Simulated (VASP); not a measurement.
A run of VASP 6.6.1 is set up as follows.

File INCAR:

```
PREC = Accurate ; ENCUT = 520
EDIFF = 1E-7 ; ISMEAR = 0
SIGMA = 0.15 ; LREAL = F
LASPH = T ; NELM = 100
ALGO = Fast ; ISIF = 2
LWAVE = F ; LCHARG = F
NBANDS = 12
```

KPOINTS

```
Automatic mesh
0
Gamma
  22 22 22
```

File POSCAR:

```
Zn
1.0
   -1.1336939775      1.5730962593      1.5730962593
    1.5730962593     -1.1336939775      1.5730962593
    1.5730962593      1.5730962593     -1.1336939775
Zn
1
Direct
    0.0000000000      0.0000000000      0.0000000000
```

Potentials or basis: VASP PAW LDA potentials, release 64 (Zn).

Run with:

```console
$ cat potpaw_LDA.64/Zn/POTCAR > POTCAR
$ mpirun -np 1 vasp_std > vasp.out
```

Problem. Estimate the band gap on the k mesh.

Solution. Zero (band 6 reaches 7.51 eV, above the bottom of band 7 at 0.45 eV).

Problem. Estimate the pressure.

Solution. 3.3 GPa.

Stress tensor (GPa, compression positive):
```
 3.31 -3.16 -3.16
-3.16  3.31 -3.16
-3.16 -3.16  3.31
```
